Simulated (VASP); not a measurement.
# CuSn2O2 in VASP: notebook

The runs below take CuSn2O2 through single point, with PBE+D3(BJ), revPBE+D3(BJ).

All numbers are computed with VASP 6.6.1; they aren't measurements. Logs are shortened: lines on timing, memory, paths and dates and some standing lists are left out, and cuts for length are marked.

## Step 1: The cell of the first run

The cell holds a slab with vacuum, 5 atoms: a = 3.820 Å, b = 3.820 Å, c = 19.363 Å, α = 90.00°, β = 90.00°, γ = 90.00°.

## Step 2: Single point, PBE+D3(BJ), collinear spin

INCAR reads:

```
SYSTEM = CuSn2O2
  ALGO = Normal
  DIPOL = 0.5 0.5 0.311
  EDIFF = 1E-6
  ENCUT = 520
  GGA = PE
  IDIPOL = 3
  ISIF = 2
  ISMEAR = 0
  ISPIN = 2
  IVDW = 12
  LASPH = .True.
  LCHARG = .True.
  LDIPOL = .True.
  LELF = .True.
  LMAXMIX = 4
  LORBIT = 11
  LREAL = .False.
  LVACPOTAV = .True.
  LVHAR = .True.
  LWAVE = .False.
  MAGMOM = 0 0 0 0 1
  NBANDS = 38
  NELM = 150
  PREC = Accurate
  SIGMA = 0.05
```

KPOINTS reads:

```
k-points
0
Gamma
  7 7 1
  0 0 0
```

POSCAR reads:

```
CuSn2O2
1.0
    3.8201708766      0.0000000000      0.0000000000
    0.0000000000      3.8201708766      0.0000000000
    0.0000000000      0.0000000000     19.3630360333
Sn O Cu
2 2 1
Direct
    0.5000000000      0.0000000000      0.2065791745
    0.0000000000      0.5000000000      0.3286176828
    0.0000000000      0.0000000000      0.2675984287
    0.5000000000      0.5000000000      0.2675984287
    0.2500000000      1.0000000000      0.4835520637
```

Potentials or basis: VASP PAW PBE potentials, release 64 (Sn_d, O, Cu).

Launch:

```bash
cat potpaw_PBE.64/Sn_d/POTCAR potpaw_PBE.64/O/POTCAR potpaw_PBE.64/Cu/POTCAR > POTCAR
mpirun -np 1 vasp_std > vasp.out
```

OUTCAR:

```text
SYSTEM = CuSn2O2
   EDIFF = 1E-6
   ENCUT = 520
   GGA = PE
   ISIF = 2
   ISMEAR = 0
   ISPIN = 2
   IVDW = 12
   LASPH = .True.
   LORBIT = 11
   LREAL = .False.
   NELM = 150
   PREC = Accurate
 IVDW          = 12

 ion  position               nearest neighbor table
   1  0.500  0.000  0.207-   3 2.25   4 2.25   4 2.25   3 2.25   2 3.59   2 3.59   2 3.59   2 3.59

   2  0.000  0.500  0.329-   3 2.25   4 2.25   3 2.25   4 2.25   1 3.59   1 3.59   1 3.59   1 3.59

   3  0.000  0.000  0.268-   2 2.25   2 2.25   1 2.25   1 2.25
   4  0.500  0.500  0.268-   2 2.25   2 2.25   1 2.25   1 2.25
   5  0.250  0.000  0.484-

  LATTYP: Found a simple tetragonal cell.
 ALAT       =     3.8201708766
 C/A-ratio  =     5.0686308699

  Lattice vectors:

 A1 = (   3.8201708766,   0.0000000000,   0.0000000000)
 A2 = (   0.0000000000,   3.8201708766,   0.0000000000)
 A3 = (   0.0000000000,   0.0000000000,  19.3630360333)

Analysis of symmetry for initial positions (statically):
=====================================================================
 Subroutine PRICEL returns:
 Original cell was already a primitive cell.

 Routine SETGRP: Setting up the symmetry group for a
 simple tetragonal supercell.

 Subroutine GETGRP returns: Found  2 space group operations
 (whereof  2 operations were pure point group operations)
 out of a pool of 16 trial point group operations.

The static configuration has the point symmetry C_1h.

Analysis of symmetry for dynamics (positions and initial velocities):
=====================================================================
 Subroutine PRICEL returns:
 Original cell was already a primitive cell.

 Routine SETGRP: Setting up the symmetry group for a
 simple tetragonal supercell.

 Subroutine GETGRP returns: Found  2 space group operations
 (whereof  2 operations were pure point group operations)
 out of a pool of 16 trial point group operations.

The dynamic configuration has the point symmetry C_1h.

Analysis of structural, dynamic, and magnetic symmetry:
=====================================================================
 Subroutine PRICEL returns:
 Original cell was already a primitive cell.

 Routine SETGRP: Setting up the symmetry group for a
 simple tetragonal supercell.

 Subroutine GETGRP returns: Found  2 space group operations
 (whereof  2 operations were pure point group operations)
 out of a pool of 16 trial point group operations.

The overall configuration has the point symmetry C_1h.

 Subroutine INISYM returns: Found  2 space group operations
 (whereof  2 operations are pure point group operations),
 and found     1 'primitive' translations

----------------------------------------------------------------------------------------

                                     Primitive cell

  volume of cell :     282.5784

  direct lattice vectors                    reciprocal lattice vectors
     3.820170877  0.000000000  0.000000000     0.261768395  0.000000000  0.000000000
     0.000000000  3.820170877  0.000000000     0.000000000  0.261768395  0.000000000
     0.000000000  0.000000000 19.363036033     0.000000000  0.000000000  0.051644794

  length of vectors
     3.820170877  3.820170877 19.363036033     0.261768395  0.261768395  0.051644794

  position of ions in fractional coordinates (direct lattice)
     0.500000000  0.000000000  0.206579174
     0.000000000  0.500000000  0.328617683
     0.000000000  0.000000000  0.267598429
     0.500000000  0.500000000  0.267598429
     0.250000000  0.000000000  0.483552064

  ion indices of the primitive-cell ions
   primitive index   ion index
                 1           1
                 2           2
                 3           3
                 4           4
                 5           5

[... 29 lines left out ...]
  0.142857  0.000000  0.000000      2.000000
  0.000000  0.142857  0.000000      2.000000
  0.285714  0.000000  0.000000      2.000000
  0.000000  0.285714  0.000000      2.000000
  0.428571  0.000000  0.000000      2.000000
[... 8 lines left out ...]
 -0.285714  0.428571  0.000000      4.000000
  0.428571  0.428571  0.000000      4.000000
   k-points           NKPTS =     16   k-points in BZ     NKDIM =     16   number of bands    NBANDS=     38
   number of dos      NEDOS =    301   number of ions     NIONS =      5
   total plane-waves  NPLWV = 112896
   dimension x,y,z NGX =    28 NGY =   28 NGZ =  144
   dimension x,y,z NGXF=    56 NGYF=   56 NGZF=  288
   ions per type =               2   2   1
   NGX,Y,Z   is equivalent  to a cutoff of  12.19, 12.19, 12.36 a.u.
   NGXF,Y,Z  is equivalent  to a cutoff of  24.37, 24.37, 24.73 a.u.
 SYSTEM =  CuSn2O2
   PREC   = accura    normal or accurate (medium, high low for compatibility)
   ISTART =      0    job   : 0-new  1-cont  2-samecut
   ICHARG =      2    charge: 1-file 2-atom 10-const
   ISPIN  =      2    spin polarized calculation?
   LNONCOLLINEAR =      F non collinear calculations
   LSORBIT =      F    spin-orbit coupling
   LASPH  =      T    aspherical Exc in radial PAW
   ENCUT  =  520.0 eV  38.22 Ry    6.18 a.u.   7.10  7.10 36.00*2*pi/ulx,y,z
   NELM   =    150;   NELMIN=  2; NELMDL= -5     # of ELM steps
   EDIFF  = 0.1E-05   stopping-criterion for ELM
   LREAL  =      F    real-space projection
   EDIFFG = 0.1E-04   stopping-criterion for IOM
   NSW    =      0    number of steps for IOM
   IBRION =     -1    ionic relax: 0-MD 1-quasi-New 2-CG
   NFREE  =      0    steps in history (QN), initial steepest desc. (CG)
   ISIF   =      2    stress and relaxation
   ISYM   =      2    0-nonsym 1-usesym 2-fastsym
   POTIM  = 0.5000    time-step for ionic-motion
   TEBEG  =    0.0;   TEEND  =   0.0 temperature during run
   PSTRESS=    0.0 pullay stress
   NELECT =      51.0000    total number of electrons
   NUPDOWN=      -1.0000    fix difference up-down
   EMIN   =  10.00;   EMAX   =-10.00  energy-range for DOS
   EFERMI =   0.00;   METHOD = LEGACY
   ISMEAR =     0;   SIGMA  =   0.05  broadening in eV -4-tet -1-fermi 0-gaus
   EFERMI_NEDOS =   21; number of points for ismear=-14 and -15
   IALGO  =     38    algorithm
   IMIX   =      4    mixing-type and parameters
     AMIX     =   0.40;   BMIX     =  1.00
     AMIX_MAG =   1.60;   BMIX_MAG =  1.00
  volume/ion in A,a.u.               =      56.52       381.39
  Fermi-wavevector in a.u.,A,eV,Ry     =   0.925164  1.748306 11.645604  0.855928
  Thomas-Fermi vector in A             =   2.050988
   LORBIT       =     11    0 simple, 1 ext, 2 COOP (PROOUT), +10 PAW based schemes
   GGA     = PE    functional components
   LHFCALC =     F    Hartree Fock is set to
   AEXX    =    0.0000 exact exchange contribution
   IVDW    =    12    specifies the selected vdW correction
   LEPSILON=     F    determine dielectric tensor
   LRPA    =     F    only Hartree local field effects (RPA)
 spin polarized calculation
 Gauss-broadening in eV      SIGMA  =   0.05
  energy-cutoff  :      520.00
  volume of cell :      282.58
 maximum number of plane-waves:      7644
   NGX = 15   NGY = 15   NGZ = 73

 dipolmoment           0.000000      0.000000     -0.004143 electrons x Angstroem

 number of electron      50.9999960 magnetization       0.0008851

 number of electron      50.9999960 magnetization      -0.0004337

 dipolmoment           0.000000      0.000000      0.040673 electrons x Angstroem

 Free energy of the ion-electron system (eV)
  ---------------------------------------------------
  ext. energy  EPLUGINS =         0.00000000
  ---------------------------------------------------
  free energy    TOTEN  =       -23.55624383 eV

  energy without entropy =      -23.55359892  energy(sigma->0) =      -23.55492138

 E-fermi :  -1.1111     XC(G=0):  -4.2571

 val. band max:       -1.1787200479   @ k =   0.2857   0.1429   0.0000
 cond. band min:      -1.1027266868   @ k =  -0.1429   0.4286   0.0000
 fundamental gap:      0.0759933611
 Fermi energy:        -1.1111004332

 spin component 1

 k-point     1 :       0.0000    0.0000    0.0000
  band No.  band energies     occupation
      1     -22.8231      1.00000
      2     -22.4640      1.00000
      3     -22.4329      1.00000
      4     -22.4297      1.00000
      5     -22.4159      1.00000
      6     -22.3914      1.00000
[... 629 lines left out ...]
     36       5.5805      0.00000
     37       6.1430      0.00000
 Fermi energy:        -1.1111004332

 spin component 2

 k-point     1 :       0.0000    0.0000    0.0000
  band No.  band energies     occupation
      1     -22.8231      1.00000
      2     -22.4640      1.00000
      3     -22.4329      1.00000
      4     -22.4297      1.00000
      5     -22.4159      1.00000
      6     -22.3914      1.00000
[... 629 lines left out ...]
     36       5.5804      0.00000
     37       6.1430      0.00000
 [bands above 37 left out]

------------------------ aborting loop because EDIFF is reached ----------------------------------------

 Edisp (eV)   -0.83884

 E8    (eV) :    -0.3757

  FORCE on cell =-STRESS in cart. coord.  units (eV):
  Direction    XX          YY          ZZ          XY          YZ          ZX
  --------------------------------------------------------------------------------------
  -------------------------------------------------------------------------------------
  Total      -1.86673    -1.41813    -0.91271     0.00000     0.00000    -0.29435
  in kB     -10.58410    -8.04059    -5.17491     0.00000     0.00000    -1.66891
  external pressure =       -7.93 kB  Pullay stress =        0.00 kB

 VOLUME and BASIS-vectors are now :
 -----------------------------------------------------------------------------
  energy-cutoff  :      520.00
  volume of cell :      282.58
      direct lattice vectors                 reciprocal lattice vectors
     3.820170877  0.000000000  0.000000000     0.261768395  0.000000000  0.000000000
     0.000000000  3.820170877  0.000000000     0.000000000  0.261768395  0.000000000
     0.000000000  0.000000000 19.363036033     0.000000000  0.000000000  0.051644794

 POSITION                                       TOTAL-FORCE (eV/Angst)
 -----------------------------------------------------------------------------------
      1.91009      0.00000      4.00000         0.008775      0.000000     -0.060239
      0.00000      1.91009      6.36304         0.105861      0.000000      0.266221
      0.00000      0.00000      5.18152        -0.013527      0.000000      0.010168
      1.91009      1.91009      5.18152        -0.003227      0.000000      0.072693
      0.95504      0.00000      9.36304        -0.097882      0.000000     -0.288843
 -----------------------------------------------------------------------------------
    total drift:                               -0.000015      0.000000      0.002558

  FREE ENERGIE OF THE ION-ELECTRON SYSTEM (eV)
  ---------------------------------------------------
  free  energy   TOTEN  =       -24.3950855790 eV

  energy  without entropy=      -24.3924406731  energy(sigma->0) =      -24.39376313

 vacuum level on the upper side and lower side of the slab         3.686         3.182

 total charge

# of ion       s       p       d       tot
------------------------------------------
    1        1.280   0.762  10.054  12.097
    2        1.266   0.752  10.059  12.076
    3        1.577   3.428   0.000   5.005
    4        1.578   3.427   0.000   5.004
    5        0.336   0.019   9.361   9.716
--------------------------------------------------
tot          6.037   8.387  29.474  43.899

 magnetization (x)

# of ion       s       p       d       tot
------------------------------------------
    1        0.000   0.000   0.000   0.000
    2       -0.000  -0.000  -0.000  -0.000
    3       -0.000  -0.000   0.000  -0.000
    4       -0.000  -0.000   0.000  -0.000
    5       -0.000  -0.000  -0.000  -0.000
--------------------------------------------------
tot         -0.000  -0.000  -0.000  -0.000
```

It took 9.4 min on 1 thread of Intel Xeon Platinum 8259CL at 2.50GHz (Skylake/Cascade Lake), shared host; peak memory 0.57 GiB.

Results:

```yaml
Free_energy: -24.3951 eV
Largest_force: 0.305 eV/Å
Net_moment: 0.00 μB per cell
Valence_electrons_inside_the_program's_atomic_spheres: Sn 12.10, 12.08; O 5.00; Cu 9.72
Dispersion_energy_per_atom: -0.168 eV
```

Forces in eV/Å, atoms in the order of the input:
```
Sn   0.009  0.000 -0.060
Sn   0.106  0.000  0.266
O   -0.014  0.000  0.010
O   -0.003  0.000  0.073
Cu  -0.098  0.000 -0.289
```

Levels at points of the mesh, in eV from the Fermi level:
Spin up:
```tsv
k point	band 22	band 23	band 24	band 25	band 26	band 27	band 28	band 29	band 30	band 31
(0.00, 0.00, 0.00)	-1.07	-0.89	-0.87	-0.83	-0.48	2.03	2.11	4.06	4.39	4.46
```
Spin down:
| k point | band 23 | band 24 | band 25 | band 26 | band 27 | band 28 | band 29 | band 30 |
| --- | --- | --- | --- | --- | --- | --- | --- | --- |
| (0.00, 0.00, 0.00) | -0.89 | -0.87 | -0.83 | -0.48 | 2.03 | 2.11 | 4.06 | 4.39 |

Caveat: spin-orbit coupling is left out, which moves the levels of the heavy elements. With open d or f shells a metallic result of PBE can be an artefact of self-interaction; +U or a hybrid may open a gap.

(Part 1 of 2 ends here.)
